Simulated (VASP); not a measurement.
## SiC: single point with PBE

The system is SiC.

```
CELL_PARAMETERS angstrom
2.17400 -2.17400 0.00000
2.17400 0.00000 -2.17400
9.34820 8.04380 8.69600
ATOMIC_POSITIONS crystal
Si 0.64793 0.66667 0.06247
Si 0.73126 0.00000 0.89580
Si 0.26459 0.33333 0.22913
Si 0.49793 0.66667 0.56247
Si 0.88126 0.00000 0.39580
Si 0.11459 0.33333 0.72913
C 0.53543 0.66667 0.43747
C 0.91876 0.00000 0.27080
C 0.15209 0.33333 0.60413
C 0.38543 0.66667 0.93747
C 0.76876 0.00000 0.77080
C 0.30209 0.33333 0.10413
```

```yaml
Program: VASP 6.6.1
Task: single point
Functional: PBE
Potentials_or_basis: VASP PAW PBE potentials, release 64 (Si, C)
Cutoff: 520 eV
k_mesh: 10 × 10 × 2
Occupations: gaussian, width 0.05 eV
Spin: no spin polarisation
```

```
Pressure               : 4.0 GPa
Largest force          : 1.918 eV/Å
Band gap on the k mesh : 0.55 eV (least direct gap 1.18 eV)
```

Forces on the atoms (eV/Å):
```
Si  -1.637  0.924 -0.379
Si  -0.012  0.004 -0.357
Si  -0.031  0.163  0.228
Si   0.036  0.047  0.043
Si   0.022  0.060  0.045
Si   0.018  0.067  0.045
C   -0.040 -0.046 -0.039
C   -0.052 -0.007 -0.039
C   -0.020 -0.067 -0.045
C    1.631 -0.976  0.010
C    0.100 -0.239 -0.076
C   -0.015  0.070  0.566
```

Stress tensor (GPa, compression positive):
```
-2.68  1.32 -2.66
 1.32  6.88  4.47
-2.66  4.47  7.67
```

Levels at points of the mesh, in eV from the valence-band top:
```tsv
k point	band 20	band 21	band 22	band 23	band 24	band 25	band 26	band 27	band 28	band 29
(0.00, 0.00, 0.00)	-0.69	-0.59	-0.46	-0.36	0.00	4.58	5.10	5.35	5.50	5.96
(0.50, 0.00, 0.00)	-2.66	-2.24	-2.10	-1.54	-0.63	0.55	2.10	2.25	3.31	4.15
(0.50, 0.50, 0.00)	-2.55	-2.20	-2.10	-1.65	-1.43	1.15	2.21	2.48	3.49	4.15
(0.00, 0.50, 0.00)	-2.86	-2.44	-1.98	-1.62	-1.05	1.02	2.17	2.57	3.36	4.05
(0.00, 0.00, 0.50)	-0.78	-0.61	-0.48	-0.38	-0.26	4.61	5.12	5.29	5.65	5.81
(0.50, 0.00, 0.50)	-2.65	-1.96	-1.87	-1.61	-0.77	0.84	1.39	3.01	3.21	3.70
(0.50, 0.50, 0.50)	-2.65	-2.32	-2.06	-1.72	-1.58	1.49	1.69	2.93	3.38	3.92
(0.00, 0.50, 0.50)	-2.47	-2.16	-1.99	-1.60	-1.30	1.43	1.58	2.78	3.57	4.01
```

Wall time 8.8 min on 1 thread of Intel(R) Xeon(R) Platinum 8259CL CPU @ 2.50GHz (Skylake/Cascade Lake) (shared host), peak memory 0.45 GiB.

Caveat: the cell stands under pressure; forces of over 1 eV/Å act on the atoms, so gaps and moduli don't describe the material at rest. A k mesh can miss the band edges.
